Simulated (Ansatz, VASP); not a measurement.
One calculation of TePb, two programs

Contents of INCAR:

```
  PREC = Accurate
  ENCUT = 520
  EDIFF = 1E-6
  ISMEAR = 0
  SIGMA = 0.02
  LREAL = False
  LASPH = True
  NELM = 80
  ALGO = Normal
  ISIF = 2
  LWAVE = False
  LCHARG = True
  GGA = PS
  LELF = True
  LVHAR = True
  NBANDS = 17
```

Contents of KPOINTS:

```
Automatic mesh
0
Gamma
  8 8 8
```

POSCAR

```
TePb
1.0
    0.0000000000      3.2270000000      3.2270000000
    3.2270000000      0.0000000000      3.2270000000
    3.2270000000      3.2270000000      0.0000000000
Te Pb
1 1
Direct
    0.5000000000      0.5000000000      0.5000000000
    0.0090486520      0.0180911063     -0.0139634335
```

Input for Ansatz:

```yaml
crystal:
  lattice:
    - [0.0, 3.227, 3.227]
    - [3.227, 0.0, 3.227]
    - [3.227, 3.227, 0.0]
  atoms:
    - { symbol: Te, position: [0.5, 0.5, 0.5] }
    - { symbol: Pb, position: [0.009048652, 0.0180911063, -0.0139634335] }
basis:
  ecutwfc: 420
kpoints:
  mp_grid: { grid: [8, 8, 8] }
hamiltonian:
  xc: pbesol
scf:
  occupations: { method: gaussian, width: 0.02 }
output:
  forces: true
  stress: true
  eigenvalues: true
  populations: true
```

Change from the starting cell: one atom moved.

Alike in both runs: task single point; functional PBEsol; k mesh 8 × 8 × 8; occupations gaussian, width 0.02 eV; no spin polarisation.

```csv
,VASP,Ansatz
version,VASP 6.6.1,Ansatz 0.2.0
potentials or method,"VASP PAW PBE potentials, release 64 (Te, Pb_d), cutoff 520 eV","scalar-relativistic, plane waves, PAW"
valence electrons in the cell,20,30
```

```tsv
	VASP	Ansatz	Ansatz less VASP
gap on the k mesh at the Fermi level (eV)	0.69	0.69	-0.004
least direct gap on the mesh (eV)	0.69	0.69	-0.004
pressure (GPa)	-0.2	-0.1	+0.03
traceless stress, the component that is largest in VASP (GPa)	0.19	0.19	-0.002
rms of the force components (eV/Å)	0.030	0.029	-0.0009
```

VASP's potentials were made for PBE, not for PBEsol. Atom by atom the forces differ by 0.001 eV/Å (rms over components). VASP's potentials hold 20 valence electrons a cell and Ansatz's 30, so a difference there can come from the potentials and not from the codes.

Spin-orbit coupling is off throughout.
